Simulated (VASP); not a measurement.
# Au (Pm-3m) in VASP: notebook

Au is run at these levels: LDA; tasks: single point.

Everything below comes from runs of VASP 6.6.1. Logs are shortened: lines on timing, memory, paths and dates and some standing lists are left out, and cuts for length are marked.

## Step 1: The cell of the first run

It takes space group Pm-3m (No. 221, cubic). The conventional cell has a = 2.568 Å, b = 2.568 Å, c = 2.568 Å, α = 90.00°, β = 90.00°, γ = 90.00°. Within 3.4 Å of Au (site symmetry m-3m) lie 6 Au at 2.57 Å.

## Step 2: Single point, LDA

Contents of INCAR:

```
  PREC = Accurate
  ENCUT = 520
  EDIFF = 1E-7
  ISMEAR = -1
  SIGMA = 0.1
  LREAL = F
  LASPH = T
  NELM = 60
  ALGO = Normal
  ISIF = 2
  LWAVE = F
  LCHARG = F
  NBANDS = 12
```

Contents of KPOINTS:

```
regular mesh
0
Gamma
  15 15 15
```

Contents of POSCAR:

```
Au
1.0
    2.5680277088      0.0000000000      0.0000000000
    0.0000000000      2.5680277088      0.0000000000
    0.0000000000      0.0000000000      2.5680277088
Au
1
Direct
    0.0000000000      0.0000000000      0.0000000000
```

Potentials or basis: VASP PAW LDA potentials, release 64 (Au).

The run is started by

```
cat potpaw_LDA.64/Au/POTCAR > POTCAR
mpirun -np 1 vasp_std > vasp.out
```

OUTCAR:

```text
PREC = Accurate
   ENCUT = 520
   EDIFF = 1E-7
   ISMEAR = -1
   LREAL = F
   LASPH = T
   NELM = 60
   ISIF = 2

 ion  position               nearest neighbor table
   1  0.000  0.000  0.000-

  LATTYP: Found a simple cubic cell.
 ALAT       =     2.5680277088

  Lattice vectors:

 A1 = (   2.5680277088,   0.0000000000,   0.0000000000)
 A2 = (   0.0000000000,   2.5680277088,   0.0000000000)
 A3 = (   0.0000000000,   0.0000000000,   2.5680277088)

Analysis of symmetry for initial positions (statically):
=====================================================================
 Subroutine PRICEL returns:
 Original cell was already a primitive cell.

 Routine SETGRP: Setting up the symmetry group for a
 simple cubic supercell.

 Subroutine GETGRP returns: Found 48 space group operations
 (whereof 48 operations were pure point group operations)
 out of a pool of 48 trial point group operations.

The static configuration has the point symmetry O_h .

Analysis of symmetry for dynamics (positions and initial velocities):
=====================================================================
 Subroutine PRICEL returns:
 Original cell was already a primitive cell.

 Routine SETGRP: Setting up the symmetry group for a
 simple cubic supercell.

 Subroutine GETGRP returns: Found 48 space group operations
 (whereof 48 operations were pure point group operations)
 out of a pool of 48 trial point group operations.

The dynamic configuration has the point symmetry O_h .

 Subroutine INISYM returns: Found 48 space group operations
 (whereof 48 operations are pure point group operations),
 and found     1 'primitive' translations

----------------------------------------------------------------------------------------

                                     Primitive cell

  volume of cell :      16.9355

  direct lattice vectors                    reciprocal lattice vectors
     2.568027709  0.000000000  0.000000000     0.389403898  0.000000000  0.000000000
     0.000000000  2.568027709  0.000000000     0.000000000  0.389403898  0.000000000
     0.000000000  0.000000000  2.568027709     0.000000000  0.000000000  0.389403898

  length of vectors
     2.568027709  2.568027709  2.568027709     0.389403898  0.389403898  0.389403898

  position of ions in fractional coordinates (direct lattice)
     0.000000000  0.000000000  0.000000000

  ion indices of the primitive-cell ions
   primitive index   ion index
                 1           1

----------------------------------------------------------------------------------------

 KPOINTS: regular mesh

Automatic generation of k-mesh.
 Grid dimensions read from file:
 generate k-points for:   15   15   15

 Generating k-lattice:

  Cartesian coordinates                     Fractional coordinates (reciprocal lattice)
     0.025960260  0.000000000  0.000000000     0.066666667  0.000000000  0.000000000
     0.000000000  0.025960260  0.000000000     0.000000000  0.066666667  0.000000000
     0.000000000  0.000000000  0.025960260     0.000000000  0.000000000  0.066666667

  Length of vectors
     0.025960260  0.025960260  0.025960260

  Shift w.r.t. Gamma in fractional coordinates (k-lattice)
     0.000000000  0.000000000  0.000000000

 Subroutine IBZKPT returns following result:
 ===========================================

 Found    120 irreducible k-points:

 Following reciprocal coordinates:
            Coordinates               Weight
  0.000000  0.000000  0.000000      1.000000
  0.066667  0.000000  0.000000      6.000000
  0.133333  0.000000  0.000000      6.000000
  0.200000  0.000000  0.000000      6.000000
  0.266667  0.000000  0.000000      6.000000
  0.333333  0.000000  0.000000      6.000000
[... 16 lines left out ...]
  0.266667  0.200000  0.000000     24.000000
  0.333333  0.200000  0.000000     24.000000
 [... further k-points ...]
   k-points           NKPTS =    120   k-points in BZ     NKDIM =    120   number of bands    NBANDS=     12
   number of dos      NEDOS =    301   number of ions     NIONS =      1
   total plane-waves  NPLWV =   8000
   dimension x,y,z NGX =    20 NGY =   20 NGZ =   20
   dimension x,y,z NGXF=    40 NGYF=   40 NGZF=   40
   ions per type =               1
   NGX,Y,Z   is equivalent  to a cutoff of  12.95, 12.95, 12.95 a.u.
   NGXF,Y,Z  is equivalent  to a cutoff of  25.89, 25.89, 25.89 a.u.
 SYSTEM =  unknown system
   PREC   = accura    normal or accurate (medium, high low for compatibility)
   ISTART =      0    job   : 0-new  1-cont  2-samecut
   ICHARG =      2    charge: 1-file 2-atom 10-const
   ISPIN  =      1    spin polarized calculation?
   LNONCOLLINEAR =      F non collinear calculations
   LSORBIT =      F    spin-orbit coupling
   LASPH  =      T    aspherical Exc in radial PAW
   ENCUT  =  520.0 eV  38.22 Ry    6.18 a.u.   4.77  4.77  4.77*2*pi/ulx,y,z
   NELM   =     60;   NELMIN=  2; NELMDL= -5     # of ELM steps
   EDIFF  = 0.1E-06   stopping-criterion for ELM
   LREAL  =      F    real-space projection
   EDIFFG = 0.1E-05   stopping-criterion for IOM
   NSW    =      0    number of steps for IOM
   IBRION =     -1    ionic relax: 0-MD 1-quasi-New 2-CG
   NFREE  =      0    steps in history (QN), initial steepest desc. (CG)
   ISIF   =      2    stress and relaxation
   ISYM   =      2    0-nonsym 1-usesym 2-fastsym
   POTIM  = 0.5000    time-step for ionic-motion
   TEBEG  =    0.0;   TEEND  =   0.0 temperature during run
   PSTRESS=    0.0 pullay stress
   NELECT =      11.0000    total number of electrons
   NUPDOWN=      -1.0000    fix difference up-down
   EMIN   =  10.00;   EMAX   =-10.00  energy-range for DOS
   EFERMI =   0.00;   METHOD = LEGACY
   ISMEAR =    -1;   SIGMA  =   0.10  broadening in eV -4-tet -1-fermi 0-gaus
   EFERMI_NEDOS =   21; number of points for ismear=-14 and -15
   IALGO  =     38    algorithm
   IMIX   =      4    mixing-type and parameters
     AMIX     =   0.40;   BMIX     =  1.00
     AMIX_MAG =   1.60;   BMIX_MAG =  1.00
  volume/ion in A,a.u.               =      16.94       114.29
  Fermi-wavevector in a.u.,A,eV,Ry     =   1.417771  2.679198 27.348717  2.010074
  Thomas-Fermi vector in A             =   2.538966
   LORBIT       =      0    0 simple, 1 ext, 2 COOP (PROOUT), +10 PAW based schemes
   GGA     = CA    functional components
   LHFCALC =     F    Hartree Fock is set to
   AEXX    =    0.0000 exact exchange contribution
   IVDW    =     0    specifies the selected vdW correction
   LEPSILON=     F    determine dielectric tensor
   LRPA    =     F    only Hartree local field effects (RPA)
 non-spin polarized calculation
  energy-cutoff  :      520.00
  volume of cell :       16.94
 maximum number of plane-waves:       466
 NGX is ok and might be reduce to    20
   NGX =  9   NGY =  9   NGZ =  9

 number of electron      10.9999996 magnetization

 Free energy of the ion-electron system (eV)
  ---------------------------------------------------
  ext. energy  EPLUGINS =         0.00000000
  ---------------------------------------------------
  free energy    TOTEN  =        -4.03183221 eV

  energy without entropy =       -4.01716873  energy(sigma->0) =       -4.02450047

 E-fermi :   9.0938     XC(G=0): -12.8904

 val. band max:        9.0464868986   @ k =   0.4667   0.4667   0.1333
 cond. band min:       9.0942035251   @ k =   0.4667   0.4667   0.2000
 fundamental gap:      0.0477166266
 Fermi energy:         9.0937832359

 k-point     1 :       0.0000    0.0000    0.0000
  band No.  band energies     occupation
      1      -0.5667      2.00000
      2       1.8138      2.00000
      3       1.8138      2.00000
      4       7.6848      2.00000
      5       7.6848      2.00000
      6       7.6848      2.00000
      7      23.9608      0.00000
      8      23.9608      0.00000
      9      23.9608      0.00000
     10      29.9557      0.00000
     11      32.6039      0.00000
     12      32.6039      0.00000

 k-point     2 :       0.0667    0.0000    0.0000
  band No.  band energies     occupation
      1      -0.4368      2.00000
      2       1.8364      2.00000
      3       1.9281      2.00000
      4       7.5765      2.00000
      5       7.5765      2.00000
      6       7.6933      2.00000
      7      23.0238      0.00000
      8      24.1869      0.00000
      9      24.1869      0.00000
     10      30.5269      0.00000
     11      31.8575      0.00000
     12      33.1446      0.00000

 k-point     3 :       0.1333    0.0000    0.0000
  band No.  band energies     occupation
      1      -0.0806      2.00000
      2       1.9009      2.00000
      3       2.2883      2.00000
      4       7.2822      2.00000
      5       7.2822      2.00000
      6       7.7175      2.00000
      7      21.1146      0.00000
      8      24.8264      0.00000
      9      24.8264      0.00000
     10      30.4195      0.00000
     11      31.0412      0.00000
     12      35.0261      0.00000

 k-point     4 :       0.2000    0.0000    0.0000
  band No.  band energies     occupation
      1       0.4087      2.00000
      2       1.9977      2.00000
      3       2.9383      2.00000
      4       6.8764      2.00000
      5       6.8764      2.00000
      6       7.7534      2.00000
      7      19.0308      0.00000
      8      25.7803      0.00000
      9      25.7803      0.00000
     10      28.9512      0.00000
     11      31.0798      0.00000
     12      37.7398      0.00000

 k-point     5 :       0.2667    0.0000    0.0000
  band No.  band energies     occupation
      1       0.9163      2.00000
      2       2.1115      2.00000
      3       3.9056      2.00000
      4       6.4447      2.00000
      5       6.4447      2.00000
      6       7.7948      2.00000
      7      17.0097      0.00000
      8      26.9224      0.00000
      9      26.9224      0.00000
     10      27.6579      0.00000
     11      30.7536      0.00000
     12      37.9988      0.00000
[... 228 lines left out ...]
      1       2.2109      2.00000
      2       2.9516      2.00000
      3       4.4412      2.00000
      4       5.6863      2.00000
      5       7.5240      2.00000
      6       8.7372      1.94502
      7      12.4455      0.00000
      8      25.5883      0.00000
      9      27.0761      0.00000
     10      28.3192      0.00000
     11      31.1024      0.00000
     12      35.7368      0.00000

 k-point    22 :       0.2000    0.2000    0.0000
  band No.  band energies     occupation
      1       1.3279      2.00000
      2       2.8031      2.00000
      3       3.4010      2.00000
      4       6.0663      2.00000
      5       6.8928      2.00000
      6       7.0540      2.00000
      7      20.4301      0.00000
      8      20.5283      0.00000
      9      27.6893      0.00000
     10      28.8819      0.00000
     11      34.7566      0.00000
     12      34.9999      0.00000

 k-point    23 :       0.2667    0.2000    0.0000
  band No.  band energies     occupation
      1       1.7159      2.00000
      2       3.0847      2.00000
      3       4.0547      2.00000
      4       5.8931      2.00000
      5       6.5403      2.00000
      6       7.0450      2.00000
      7      18.3417      0.00000
      8      21.3945      0.00000
      9      28.2177      0.00000
     10      28.8972      0.00000
     11      33.2696      0.00000
     12      35.5815      0.00000

 k-point    24 :       0.3333    0.2000    0.0000
  band No.  band energies     occupation
      1       2.0293      2.00000
      2       3.2740      2.00000
      3       4.3346      2.00000
      4       6.1730      2.00000
      5       6.5798      2.00000
      6       7.0929      2.00000
      7      16.2858      0.00000
      8      22.3952      0.00000
      9      27.4264      0.00000
     10      30.1883      0.00000
     11      31.1567      0.00000
     12      36.2775      0.00000

 [... further k-points ...]

------------------------ aborting loop because EDIFF is reached ----------------------------------------

  FORCE on cell =-STRESS in cart. coord.  units (eV):
  Direction    XX          YY          ZZ          XY          YZ          ZX
  --------------------------------------------------------------------------------------
  -------------------------------------------------------------------------------------
  Total        2.5029131      2.5029131      2.5029131      0.0000000     -0.0000000     -0.0000000
  in kB      236.7866675    236.7866675    236.7866675      0.0000000     -0.0000000     -0.0000000
  external PRESSURE =     236.7866675 kB  Pullay stress =       0.0000000 kB

 VOLUME and BASIS-vectors are now :
 -----------------------------------------------------------------------------
  energy-cutoff  :      520.00
  volume of cell :       16.94
      direct lattice vectors                 reciprocal lattice vectors
     2.568027709  0.000000000  0.000000000     0.389403898  0.000000000  0.000000000
     0.000000000  2.568027709  0.000000000     0.000000000  0.389403898  0.000000000
     0.000000000  0.000000000  2.568027709     0.000000000  0.000000000  0.389403898

 POSITION                                       TOTAL-FORCE (eV/Angst)
 -----------------------------------------------------------------------------------
      0.00000      0.00000      0.00000         0.000000      0.000000      0.000000
 -----------------------------------------------------------------------------------
    total drift:                               -0.000000      0.000000      0.000000

  FREE ENERGIE OF THE ION-ELECTRON SYSTEM (eV)
  ---------------------------------------------------
  free  energy   TOTEN  =        -4.0318322119 eV

  energy  without entropy=       -4.0171687268  energy(sigma->0) =       -4.02450047
```

It took 8.9 s on 1 thread of Intel Xeon Platinum 8488C (Sapphire Rapids), shared host; peak memory 0.13 GiB.

Results:

```yaml
Free_energy: -4.0318 eV
Pressure: 23.7 GPa
```

Levels at points of the mesh, in eV from the Fermi level:
| k point | band 3 | band 4 | band 5 | band 6 | band 7 | band 8 | band 9 | band 10 |
| --- | --- | --- | --- | --- | --- | --- | --- | --- |
| (0.00, 0.00, 0.00) | -7.28 | -1.41 | -1.41 | -1.41 | 14.87 | 14.87 | 14.87 | 20.86 |

Caveat: spin-orbit coupling is left out, which moves the levels of the heavy elements.

## Step 3: Single point, LDA

Contents of INCAR:

```
SYSTEM = Au
PREC = Accurate
ENCUT = 520
EDIFF = 1E-6
ISMEAR = -1
SIGMA = 0.1
LREAL = .False.
LASPH = .True.
NELM = 80
ALGO = Normal
ISIF = 2
LWAVE = .False.
LCHARG = .True.
LELF = .True.
LVHAR = .True.
NBANDS = 12
```

Contents of KPOINTS:

```
Automatic mesh
0
Gamma
  15 15 15
  0 0 0
```

POSCAR is that of step 2.

Potentials or basis: VASP PAW LDA potentials, release 64 (Au).

The run is started by

```
cat potpaw_LDA.64/Au/POTCAR > POTCAR
mpirun -np 1 vasp_std > vasp.out
```

Wall time 9.5 s (1 thread of Intel Xeon Platinum 8488C (Sapphire Rapids), shared host); peak memory 0.13 GiB.

It converged, with:

| Item | Value |
| --- | --- |
| Free energy | -4.0318 eV |
| Pressure | 23.7 GPa |

Levels at points of the mesh, in eV from the Fermi level:
```
           k point  band 3  band 4  band 5  band 6  band 7  band 8  band 9  band 10
(0.00, 0.00, 0.00)   -7.28   -1.41   -1.41   -1.41   14.87   14.87   14.87    20.86
```

Caveat: spin-orbit coupling is left out, which moves the levels of the heavy elements.
